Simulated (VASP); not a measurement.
Here is a VASP 6.6.1 calculation.

INCAR

```
SYSTEM = CsH3
ALGO = Normal ; EDIFF = 1E-7
ENCUT = 520 ; GGA = PE
ISIF = 2 ; ISMEAR = 0
LASPH = .TRUE. ; LCHARG = .TRUE.
LELF = .TRUE. ; LREAL = .FALSE.
LVHAR = .TRUE. ; LWAVE = .FALSE.
NBANDS = 14 ; NELM = 100
PREC = Accurate ; SIGMA = 0.1
```

File KPOINTS:

```
k-points
0
G
  6 6 4
  0 0 0
```

POSCAR

```
CsH3
1.0
    6.6112242473      0.0000000000      0.0000000000
   -3.3056121236      5.7254881483      0.0000000000
    0.0000000000      0.0000000000      5.5623116743
Cs H
1 3
Direct
    0.3333333333      0.6666666667      0.0000000000
    0.0000000000      0.0000000000      0.5672149268
    0.0000000000      0.0000000000      0.4327850732
    0.3333333333      0.6666666667      0.5000000000
```

Potentials or basis: VASP PAW PBE potentials, release 64 (Cs_sv, H).

Launch:

```bash
$ cat potpaw_PBE.64/Cs_sv/POTCAR potpaw_PBE.64/H/POTCAR > POTCAR
$ mpirun -np 1 vasp_std > vasp.out
```

Question: What does it give for the pressure?

Answer: 0.1 GPa.

Question: Estimate the band gap on the k mesh.

Answer: 0.98 eV (least direct gap 0.99 eV).

Stress tensor (GPa, compression positive):
```
0.14 0.00 0.00
0.00 0.14 0.00
0.00 0.00 0.04
```

Caveat: spin-orbit coupling is left out, which moves the levels of the heavy elements. A k mesh can miss the band edges.
